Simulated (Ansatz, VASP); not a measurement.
One calculation of KCl, two programs

```
CELL_PARAMETERS angstrom
0.00000 3.19049 3.19049
3.19049 0.00000 3.19049
3.19049 3.19049 0.00000
ATOMIC_POSITIONS crystal
K 0.00000 0.00000 0.00000
Cl 0.50000 0.50000 0.50000
```

Alike in both runs: functional PBE; k mesh 5 × 5 × 5; no spin polarisation.

Ansatz relaxed the structure, and its values are those at the end. VASP's run is a single point on that final structure, the one shown.

|  | VASP | Ansatz |
| --- | --- | --- |
| version | VASP 6.6.1 | Ansatz 0.2.0 |
| potentials or method | VASP PAW PBE potentials, release 64 (K_sv, Cl), cutoff 500 eV | PAW plane waves |
| occupations | fermi-dirac, width 0.1 eV | fermi-dirac |
| valence electrons in the cell | 16 | 16 |

|  | VASP | Ansatz | Ansatz less VASP |
| --- | --- | --- | --- |
| gap on the k mesh at the Fermi level (eV) | 5.05 | 5.05 | +0.002 |
| pressure (GPa) | 0.0 | 0.0 | -0.01 |
